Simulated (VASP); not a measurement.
# LiCl in VASP: notebook

The runs below take LiCl through single point, with r2SCAN, HSE06.

Everything below comes from runs of VASP 6.6.1. Logs are shortened: lines on timing, memory, paths and dates and some standing lists are left out, and cuts for length are marked.

## Step 1: The cell of the first run

It takes space group R3m (No. 160, trigonal). The conventional cell has a = 3.790 Å, b = 3.790 Å, c = 9.615 Å, α = 90.00°, β = 90.00°, γ = 120.00°. Within 3.1 Å of Li (site symmetry 3m) lie 4 Cl at 2.35 to 2.36 Å. Within 3.1 Å of Cl (site symmetry 3m) lie 4 Li at 2.35 to 2.36 Å.

## Step 2: Single point, r2SCAN (epitaxial 111 strain -1.9%)

File POSCAR:

```
LiCl
1.0
    0.0639531955      2.7437014098      2.7437014098
    2.7437014098      0.0639531955      2.7437014098
    2.7437014098      2.7437014098      0.0639531955
Li Cl
1 1
Direct
    0.0023726868      0.0023726868      0.0023726868
    0.2476273132      0.2476273132      0.2476273132
```

File INCAR.step1:

```
PREC = Accurate
ENCUT = 520
ISMEAR = 0
SIGMA = 0.01
LREAL = False
LASPH = True
NELM = 100
NBANDS = 12
GGA = PE
ALGO = Normal
EDIFF = 1E-4
LWAVE = True
LCHARG = False
```

File INCAR.step2:

```
PREC = Accurate
ENCUT = 520
EDIFF = 1E-7
ISMEAR = 0
SIGMA = 0.01
LREAL = False
LASPH = True
NELM = 100
ALGO = Normal
ISIF = 2
LWAVE = False
LCHARG = False
METAGGA = R2SCAN
LMIXTAU = True
NBANDS = 12
ISTART = 1
```

File KPOINTS:

```
regular mesh
0
Gamma
  8 8 8
```

Potentials or basis: VASP PAW PBE potentials, release 64 (Li_sv, Cl).

On the command line:

```sh
> cat potpaw_PBE.64/Li_sv/POTCAR potpaw_PBE.64/Cl/POTCAR > POTCAR
> cp INCAR.step1 INCAR
> mpirun -np 1 vasp_std > vasp.out
> cp INCAR.step2 INCAR
> mpirun -np 1 vasp_std > vasp.out
```

OUTCAR:

```text
PREC = Accurate
   ENCUT = 520
   EDIFF = 1E-7
   ISMEAR = 0
   LREAL = False
   LASPH = True
   NELM = 100
   ISIF = 2
   METAGGA = R2SCAN
   ISTART = 1

 ion  position               nearest neighbor table
   1  0.002  0.002  0.002-   2 2.35   2 2.35   2 2.35   2 2.36
   2  0.248  0.248  0.248-   1 2.35   1 2.35   1 2.35   1 2.36

  LATTYP: Found a trigonal (rhomboedric) cell.
 ALAT       =     3.8807067479
 COS(alpha) =     0.5231669726

  Lattice vectors:

 A1 = (   0.0639531955,   2.7437014098,   2.7437014098)
 A2 = (   2.7437014098,   0.0639531955,   2.7437014098)
 A3 = (   2.7437014098,   2.7437014098,   0.0639531955)

Analysis of symmetry for initial positions (statically):
=====================================================================
 Subroutine PRICEL returns:
 Original cell was already a primitive cell.

 Routine SETGRP: Setting up the symmetry group for a
 trigonal (rhombohedral) supercell.

 Subroutine GETGRP returns: Found  6 space group operations
 (whereof  6 operations were pure point group operations)
 out of a pool of 12 trial point group operations.

The static configuration has the point symmetry C_3v.

Analysis of symmetry for dynamics (positions and initial velocities):
=====================================================================
 Subroutine PRICEL returns:
 Original cell was already a primitive cell.

 Routine SETGRP: Setting up the symmetry group for a
 trigonal (rhombohedral) supercell.

 Subroutine GETGRP returns: Found  6 space group operations
 (whereof  6 operations were pure point group operations)
 out of a pool of 12 trial point group operations.

The dynamic configuration has the point symmetry C_3v.

 Subroutine INISYM returns: Found  6 space group operations
 (whereof  6 operations are pure point group operations),
 and found     1 'primitive' translations

----------------------------------------------------------------------------------------

                                     Primitive cell

  volume of cell :      39.8646

  direct lattice vectors                    reciprocal lattice vectors
     0.063953196  2.743701410  2.743701410    -0.188734202  0.184435185  0.184435185
     2.743701410  0.063953196  2.743701410     0.184435185 -0.188734202  0.184435185
     2.743701410  2.743701410  0.063953196     0.184435185  0.184435185 -0.188734202

  length of vectors
     3.880706748  3.880706748  3.880706748     0.321952286  0.321952286  0.321952286

  position of ions in fractional coordinates (direct lattice)
     0.002372687  0.002372687  0.002372687
     0.247627313  0.247627313  0.247627313

  ion indices of the primitive-cell ions
   primitive index   ion index
                 1           1
                 2           2

----------------------------------------------------------------------------------------

 KPOINTS: regular mesh

Automatic generation of k-mesh.
 Grid dimensions read from file:
 generate k-points for:    8    8    8

 Generating k-lattice:

  Cartesian coordinates                     Fractional coordinates (reciprocal lattice)
    -0.023591775  0.023054398  0.023054398     0.125000000  0.000000000 -0.000000000
     0.023054398 -0.023591775  0.023054398     0.000000000  0.125000000 -0.000000000
     0.023054398  0.023054398 -0.023591775     0.000000000  0.000000000  0.125000000

  Length of vectors
     0.040244036  0.040244036  0.040244036

  Shift w.r.t. Gamma in fractional coordinates (k-lattice)
     0.000000000  0.000000000  0.000000000

 Subroutine IBZKPT returns following result:
 ===========================================

 Found     65 irreducible k-points:

 Following reciprocal coordinates:
            Coordinates               Weight
  0.000000  0.000000  0.000000      1.000000
  0.125000  0.000000  0.000000      6.000000
  0.250000  0.000000  0.000000      6.000000
  0.375000  0.000000  0.000000      6.000000
  0.500000  0.000000  0.000000      3.000000
  0.125000  0.125000  0.000000      6.000000
[... 16 lines left out ...]
  0.250000  0.125000  0.125000      6.000000
  0.375000  0.125000  0.125000      6.000000
 [... further k-points ...]
   k-points           NKPTS =     65   k-points in BZ     NKDIM =     65   number of bands    NBANDS=     12
   number of dos      NEDOS =    301   number of ions     NIONS =      2
   total plane-waves  NPLWV =  27000
   dimension x,y,z NGX =    30 NGY =   30 NGZ =   30
   dimension x,y,z NGXF=    60 NGYF=   60 NGZF=   60
   ions per type =               1   1
   NGX,Y,Z   is equivalent  to a cutoff of  12.85, 12.85, 12.85 a.u.
   NGXF,Y,Z  is equivalent  to a cutoff of  25.70, 25.70, 25.70 a.u.
 SYSTEM =  unknown system
   PREC   = accura    normal or accurate (medium, high low for compatibility)
   ISTART =      1    job   : 0-new  1-cont  2-samecut
   ICHARG =      0    charge: 1-file 2-atom 10-const
   ISPIN  =      1    spin polarized calculation?
   LNONCOLLINEAR =      F non collinear calculations
   LSORBIT =      F    spin-orbit coupling
   LASPH  =      T    aspherical Exc in radial PAW
   ENCUT  =  520.0 eV  38.22 Ry    6.18 a.u.   7.22  7.22  7.22*2*pi/ulx,y,z
   NELM   =    100;   NELMIN=  2; NELMDL=  0     # of ELM steps
   EDIFF  = 0.1E-06   stopping-criterion for ELM
   LREAL  =      F    real-space projection
   EDIFFG = 0.1E-05   stopping-criterion for IOM
   NSW    =      0    number of steps for IOM
   IBRION =     -1    ionic relax: 0-MD 1-quasi-New 2-CG
   NFREE  =      0    steps in history (QN), initial steepest desc. (CG)
   ISIF   =      2    stress and relaxation
   ISYM   =      2    0-nonsym 1-usesym 2-fastsym
   POTIM  = 0.5000    time-step for ionic-motion
   TEBEG  =    0.0;   TEEND  =   0.0 temperature during run
   PSTRESS=    0.0 pullay stress
   NELECT =      10.0000    total number of electrons
   NUPDOWN=      -1.0000    fix difference up-down
   EMIN   =  10.00;   EMAX   =-10.00  energy-range for DOS
   EFERMI =   0.00;   METHOD = LEGACY
   ISMEAR =     0;   SIGMA  =   0.01  broadening in eV -4-tet -1-fermi 0-gaus
   EFERMI_NEDOS =   21; number of points for ismear=-14 and -15
   IALGO  =     38    algorithm
   IMIX   =      4    mixing-type and parameters
     AMIX     =   0.40;   BMIX     =  1.00
     AMIX_MAG =   1.60;   BMIX_MAG =  1.00
  volume/ion in A,a.u.               =      19.93       134.51
  Fermi-wavevector in a.u.,A,eV,Ry     =   1.032474  1.951093 14.503847  1.066003
  Thomas-Fermi vector in A             =   2.166673
   LORBIT       =      0    0 simple, 1 ext, 2 COOP (PROOUT), +10 PAW based schemes
   METAGGA = R2SCAN    functional components
   LHFCALC =     F    Hartree Fock is set to
   AEXX    =    0.0000 exact exchange contribution
   IVDW    =     0    specifies the selected vdW correction
   LEPSILON=     F    determine dielectric tensor
   LRPA    =     F    only Hartree local field effects (RPA)
 non-spin polarized calculation
 Gauss-broadening in eV      SIGMA  =   0.01
  energy-cutoff  :      520.00
  volume of cell :       39.86
 maximum number of plane-waves:      1088
 NGX is ok and might be reduce to    30
   NGX = 15   NGY = 15   NGZ = 15

 number of electron       9.9999996 magnetization

 Free energy of the ion-electron system (eV)
  ---------------------------------------------------
  ext. energy  EPLUGINS =         0.00000000
  ---------------------------------------------------
  free energy    TOTEN  =       -12.57338625 eV

  energy without entropy =      -12.57338625  energy(sigma->0) =      -12.57338625

 E-fermi :  -1.1454     XC(G=0):  -8.2617

 val. band max:       -1.3568269799   @ k =   0.0000   0.0000   0.0000
 cond. band min:       5.4377993333   @ k =   0.0000   0.0000   0.0000
 fundamental gap:      6.7946263132
 Fermi energy:        -1.1454247390

 k-point     1 :       0.0000    0.0000    0.0000
  band No.  band energies     occupation
      1     -45.5114      2.00000
      2     -14.7675      2.00000
      3      -1.5226      2.00000
      4      -1.3568      2.00000
      5      -1.3568      2.00000
      6       5.4378      0.00000
      7       9.3934      0.00000
      8       9.8192      0.00000
      9       9.8192      0.00000
     10      13.9771      0.00000
     11      13.9771      0.00000
     12      17.3833      0.00000

 k-point     2 :       0.1250    0.0000    0.0000
  band No.  band energies     occupation
      1     -45.5111      2.00000
      2     -14.7215      2.00000
      3      -1.7703      2.00000
      4      -1.5440      2.00000
      5      -1.4107      2.00000
      6       5.8461      0.00000
      7       9.6175      0.00000
      8       9.9211      0.00000
      9       9.9952      0.00000
     10      13.3730      0.00000
     11      13.4855      0.00000
     12      16.2786      0.00000

 k-point     3 :       0.2500    0.0000    0.0000
  band No.  band energies     occupation
      1     -45.5105      2.00000
      2     -14.6065      2.00000
      3      -2.5740      2.00000
      4      -1.6565      2.00000
      5      -1.5353      2.00000
      6       6.7274      0.00000
      7       9.8943      0.00000
      8      10.0905      0.00000
      9      10.1367      0.00000
     10      13.1066      0.00000
     11      13.4426      0.00000
     12      15.7391      0.00000
[... 286 lines left out ...]
 k-point    23 :       0.2500    0.1250    0.1250
  band No.  band energies     occupation
      1     -45.5108      2.00000
      2     -14.6634      2.00000
      3      -2.2133      2.00000
      4      -1.6985      2.00000
      5      -1.4205      2.00000
      6       6.4151      0.00000
      7       9.7773      0.00000
      8      10.0985      0.00000
      9      10.2091      0.00000
     10      12.5827      0.00000
     11      13.7006      0.00000
     12      16.8438      0.00000

 k-point    24 :       0.3750    0.1250    0.1250
  band No.  band energies     occupation
      1     -45.5102      2.00000
      2     -14.5460      2.00000
      3      -2.8145      2.00000
      4      -1.9606      2.00000
      5      -1.5458      2.00000
      6       7.3150      0.00000
      7       9.5098      0.00000
      8      10.3283      0.00000
      9      10.3910      0.00000
     10      12.7703      0.00000
     11      14.5497      0.00000
     12      16.4745      0.00000

 [... further k-points ...]

------------------------ aborting loop because EDIFF is reached ----------------------------------------

  FORCE on cell =-STRESS in cart. coord.  units (eV):
  Direction    XX          YY          ZZ          XY          YZ          ZX
  --------------------------------------------------------------------------------------
  -------------------------------------------------------------------------------------
  Total        0.0829812      0.0829812      0.0829812     -0.0920861     -0.0920861     -0.0920861
  in kB        3.3350569      3.3350569      3.3350569     -3.7009856     -3.7009856     -3.7009856
  external PRESSURE =       3.3350569 kB  Pullay stress =       0.0000000 kB

 VOLUME and BASIS-vectors are now :
 -----------------------------------------------------------------------------
  energy-cutoff  :      520.00
  volume of cell :       39.86
      direct lattice vectors                 reciprocal lattice vectors
     0.063953196  2.743701410  2.743701410    -0.188734202  0.184435185  0.184435185
     2.743701410  0.063953196  2.743701410     0.184435185 -0.188734202  0.184435185
     2.743701410  2.743701410  0.063953196     0.184435185  0.184435185 -0.188734202

 POSITION                                       TOTAL-FORCE (eV/Angst)
 -----------------------------------------------------------------------------------
      0.01317      0.01317      0.01317        -0.013749     -0.013749     -0.013749
      1.37467      1.37467      1.37467         0.013749      0.013749      0.013749
 -----------------------------------------------------------------------------------
    total drift:                               -0.019831     -0.019831     -0.019831

  FREE ENERGIE OF THE ION-ELECTRON SYSTEM (eV)
  ---------------------------------------------------
  free  energy   TOTEN  =       -12.5733862479 eV

  energy  without entropy=      -12.5733862479  energy(sigma->0) =      -12.57338625
```

Run time: 2.4 min. Hardware: 1 thread of Intel Xeon Platinum 8259CL at 2.50GHz (Skylake/Cascade Lake), shared host; peak memory 0.17 GiB.

What came out:

- Free energy: -12.5734 eV
- Largest force: 0.024 eV/Å
- Band gap on the k mesh: 6.79 eV

Forces on the atoms (eV/Å):
```
Li  -0.014 -0.014 -0.014
Cl   0.014  0.014  0.014
```

Caveat: the cell differs from its parent crystal (epitaxial 111 strain -1.9%); the cutoff is under 1.25 times the usual one of these potentials, so pressure, stress and relaxed cells hold a basis-set (Pulay) error; the structure was generated, so it needn't be the stable form of LiCl; the PAW data sets were made with another functional, which shifts forces and pressure a little. A k mesh can miss the band edges.

[end of part 1 of 2]
